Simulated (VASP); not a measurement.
# Cd (P6_3/mmc) in VASP: single point with PBEsol

Aim: the single point of Cd with PBEsol.

All numbers are computed with VASP 6.6.1; they aren't measurements. Logs are shortened: lines on timing, memory, paths and dates and some standing lists are left out, and cuts for length are marked.

### 1 The cell of the first run

It takes space group P6_3/mmc (No. 194, hexagonal). The conventional cell has a = 2.445 Å, b = 2.445 Å, c = 3.934 Å, α = 90.00°, β = 90.00°, γ = 120.00°. Cd (site symmetry -6m2) has 12 Cd at 2.42 to 2.44 Å within 3.2 Å.

### 2 Single point, PBEsol

Input file INCAR:

```
PREC = Accurate ; ENCUT = 630
EDIFF = 1E-6 ; ISMEAR = -1
SIGMA = 0.1 ; LREAL = False
LASPH = True ; NELM = 120
ALGO = Normal ; ISIF = 2
LWAVE = False ; LCHARG = False
GGA = PS ; NBANDS = 27
GGA_COMPAT = False
```

Input file KPOINTS:

```
regular mesh
0
Gamma
  18 18 10
```

Input file POSCAR:

```
Cd
1.0
    2.4449831807      0.0000000000      0.0000000000
   -1.2224915903      2.1174175463      0.0000000000
    0.0000000000      0.0000000000      3.9337261407
Cd
2
Direct
    0.3333333333      0.6666666667      0.2500000000
    0.6666666667      0.3333333333      0.7500000000
```

Potentials or basis: VASP PAW PBE potentials, release 64 (Cd_sv_GW).

Command:

```
cat potpaw_PBE.64/Cd_sv_GW/POTCAR > POTCAR
mpirun -np 1 vasp_std > vasp.out
```

OUTCAR:

```text
PREC = Accurate
   ENCUT = 630
   EDIFF = 1E-6
   ISMEAR = -1
   LREAL = False
   LASPH = True
   NELM = 120
   ISIF = 2
   GGA = PS

 ion  position               nearest neighbor table
   1  0.333  0.667  0.250-   2 2.42   2 2.42   2 2.42   2 2.42   2 2.42   2 2.42
   2  0.667  0.333  0.750-   1 2.42   1 2.42   1 2.42   1 2.42   1 2.42   1 2.42

  LATTYP: Found a hexagonal cell.
 ALAT       =     2.4449831807
 C/A-ratio  =     1.6088970148

  Lattice vectors:

 A1 = (   2.4449831807,   0.0000000000,   0.0000000000)
 A2 = (  -1.2224915903,   2.1174175463,   0.0000000000)
 A3 = (   0.0000000000,   0.0000000000,   3.9337261407)

Analysis of symmetry for initial positions (statically):
=====================================================================
 Subroutine PRICEL returns:
 Original cell was already a primitive cell.

 Routine SETGRP: Setting up the symmetry group for a
 hexagonal supercell.

 Subroutine GETGRP returns: Found 24 space group operations
 (whereof 12 operations were pure point group operations)
 out of a pool of 24 trial point group operations.

The static configuration has the point symmetry D_3d.
 The point group associated with its full space group is D_6h.

Analysis of symmetry for dynamics (positions and initial velocities):
=====================================================================
 Subroutine PRICEL returns:
 Original cell was already a primitive cell.

 Routine SETGRP: Setting up the symmetry group for a
 hexagonal supercell.

 Subroutine GETGRP returns: Found 24 space group operations
 (whereof 12 operations were pure point group operations)
 out of a pool of 24 trial point group operations.

The dynamic configuration has the point symmetry D_3d.
 The point group associated with its full space group is D_6h.

 Subroutine INISYM returns: Found 24 space group operations
 (whereof 12 operations are pure point group operations),
 and found     1 'primitive' translations

----------------------------------------------------------------------------------------

                                     Primitive cell

  volume of cell :      20.3651

  direct lattice vectors                    reciprocal lattice vectors
     2.444983181  0.000000000  0.000000000     0.409000769  0.236136704  0.000000000
    -1.222491590  2.117417546  0.000000000     0.000000000  0.472273408  0.000000000
[... 74 lines left out ...]
   NGXF,Y,Z  is equivalent  to a cutoff of  27.20, 27.20, 27.05 a.u.
 SYSTEM =  unknown system
   PREC   = accura    normal or accurate (medium, high low for compatibility)
   ISTART =      0    job   : 0-new  1-cont  2-samecut
   ICHARG =      2    charge: 1-file 2-atom 10-const
   ISPIN  =      1    spin polarized calculation?
   LNONCOLLINEAR =      F non collinear calculations
   LSORBIT =      F    spin-orbit coupling
   LASPH  =      T    aspherical Exc in radial PAW
   ENCUT  =  630.0 eV  46.30 Ry    6.80 a.u.   5.00  5.00  8.05*2*pi/ulx,y,z
   NELM   =    120;   NELMIN=  2; NELMDL= -5     # of ELM steps
   EDIFF  = 0.1E-05   stopping-criterion for ELM
   LREAL  =      F    real-space projection
   EDIFFG = 0.1E-04   stopping-criterion for IOM
   NSW    =      0    number of steps for IOM
   IBRION =     -1    ionic relax: 0-MD 1-quasi-New 2-CG
   NFREE  =      0    steps in history (QN), initial steepest desc. (CG)
   ISIF   =      2    stress and relaxation
   ISYM   =      2    0-nonsym 1-usesym 2-fastsym
   POTIM  = 0.5000    time-step for ionic-motion
   TEBEG  =    0.0;   TEEND  =   0.0 temperature during run
   PSTRESS=    0.0 pullay stress
   NELECT =      40.0000    total number of electrons
   NUPDOWN=      -1.0000    fix difference up-down
   EMIN   =  10.00;   EMAX   =-10.00  energy-range for DOS
   EFERMI =   0.00;   METHOD = LEGACY
   ISMEAR =    -1;   SIGMA  =   0.10  broadening in eV -4-tet -1-fermi 0-gaus
   EFERMI_NEDOS =   21; number of points for ismear=-14 and -15
   IALGO  =     38    algorithm
   IMIX   =      4    mixing-type and parameters
     AMIX     =   0.40;   BMIX     =  1.00
     AMIX_MAG =   1.60;   BMIX_MAG =  1.00
  volume/ion in A,a.u.               =      10.18        68.72
  Fermi-wavevector in a.u.,A,eV,Ry     =   2.050215  3.874344 57.190457  4.203380
  Thomas-Fermi vector in A             =   3.053188
   LORBIT       =      0    0 simple, 1 ext, 2 COOP (PROOUT), +10 PAW based schemes
   GGA     = PS    functional components
   LHFCALC =     F    Hartree Fock is set to
   AEXX    =    0.0000 exact exchange contribution
   IVDW    =     0    specifies the selected vdW correction
   LEPSILON=     F    determine dielectric tensor
   LRPA    =     F    only Hartree local field effects (RPA)
 non-spin polarized calculation
  energy-cutoff  :      630.00
  volume of cell :       20.37
 maximum number of plane-waves:       756
 NGX is ok and might be reduce to    20
   NGX =  9   NGY =  9   NGZ = 17

 number of electron      40.0000020 magnetization

 Free energy of the ion-electron system (eV)
  ---------------------------------------------------
  ext. energy  EPLUGINS =         0.00000000
  ---------------------------------------------------
  free energy    TOTEN  =         7.19823228 eV

  energy without entropy =        7.20515619  energy(sigma->0) =        7.20169423

 E-fermi :  20.5266     XC(G=0): -16.4104

 val. band max:       20.4848786732   @ k =   0.2778   0.2222   0.1000
 cond. band min:      20.5840202141   @ k =   0.0000   0.0000   0.0000
 fundamental gap:      0.0991415409
 Fermi energy:        20.5266297133

 k-point     1 :       0.0000    0.0000    0.0000
  band No.  band energies     occupation
      1     -87.2917      2.00000
      2     -87.1599      2.00000
      3     -48.8014      2.00000
      4     -48.1318      2.00000
      5     -48.1318      2.00000
      6     -48.0143      2.00000
[... 709 lines left out ...]
     26      32.1739      0.00000
     27      35.6516      0.00000

 [... further k-points ...]
[... 5 lines left out ...]
  --------------------------------------------------------------------------------------
  -------------------------------------------------------------------------------------
  Total       39.4519054     39.4519054     39.4641461      0.0000000      0.0000000      0.0000000
  in kB     3103.7880722   3103.7880721   3104.7510871      0.0000001      0.0000000      0.0000000
  external PRESSURE =    3104.1090771 kB  Pullay stress =       0.0000000 kB

 VOLUME and BASIS-vectors are now :
 -----------------------------------------------------------------------------
  energy-cutoff  :      630.00
  volume of cell :       20.37
      direct lattice vectors                 reciprocal lattice vectors
     2.444983181  0.000000000  0.000000000     0.409000769  0.236136704  0.000000000
    -1.222491590  2.117417546  0.000000000     0.000000000  0.472273408  0.000000000
     0.000000000  0.000000000  3.933726141     0.000000000  0.000000000  0.254211901

 POSITION                                       TOTAL-FORCE (eV/Angst)
 -----------------------------------------------------------------------------------
     -0.00000      1.41161      0.98343         0.000000     -0.000000      0.000000
      1.22249      0.70581      2.95029        -0.000000      0.000000      0.000000
 -----------------------------------------------------------------------------------
    total drift:                                0.000000     -0.000000      0.000000

  FREE ENERGIE OF THE ION-ELECTRON SYSTEM (eV)
  ---------------------------------------------------
  free  energy   TOTEN  =         7.1982322827 eV

  energy  without entropy=        7.2051561858  energy(sigma->0) =        7.20169423
```

stdout:

```text
POSCAR found type information on POSCAR Cd
 POSCAR found :  1 types and       2 ions
 scaLAPACK will be used
 -----------------------------------------------------------------------------
|                                                                             |
|                                                                             |
|     You enforced a specific xc type in the INCAR file but a different       |
|     I HOPE YOU KNOW WHAT YOU ARE DOING!                                     |
|                                                                             |
 -----------------------------------------------------------------------------

 LDA part: xc-table for (Slater+PW92), standard interpolation
 POSCAR, INCAR and KPOINTS ok, starting setup
 FFT: planning ... GRIDC
 FFT: planning ... GRID_SOFT
 FFT: planning ... GRID
 WAVECAR not read
 entering main loop
```

Run time: 70 s. Hardware: 1 thread of AMD EPYC 9R45 (Zen 5), shared host; peak memory 0.24 GiB.

What came out:

```
Free energy            : 7.1982 eV
Pressure               : 310.4 GPa
Band gap on the k mesh : zero (bands 20 and 21 overlap by 3.34 eV)
```

Stress tensor (GPa, compression positive):
```
310.38   0.00   0.00
  0.00 310.38   0.00
  0.00   0.00 310.48
```

Levels at points of the mesh, in eV from the Fermi level:
| k point | band 17 | band 18 | band 19 | band 20 | band 21 | band 22 | band 23 | band 24 |
| --- | --- | --- | --- | --- | --- | --- | --- | --- |
| (0.00, 0.00, 0.00) | -14.02 | -11.89 | -11.89 | -8.08 | 0.06 | 10.42 | 13.15 | 13.62 |
| (0.50, 0.00, 0.00) | -11.42 | -11.36 | -6.92 | -4.15 | 3.16 | 3.28 | 6.82 | 7.30 |
| (0.00, 0.00, 0.50) | -12.50 | -12.50 | -12.50 | -12.50 | 8.59 | 8.59 | 11.64 | 11.64 |
| (0.50, 0.00, 0.50) | -11.48 | -11.48 | -6.35 | -6.35 | 0.99 | 0.99 | 10.83 | 10.83 |

Caveat: the cell stands under pressure; the PAW data sets were made with another functional, which shifts forces and pressure a little.

The gap in the log of VASP goes by the Fermi energy; the results here count the filled bands.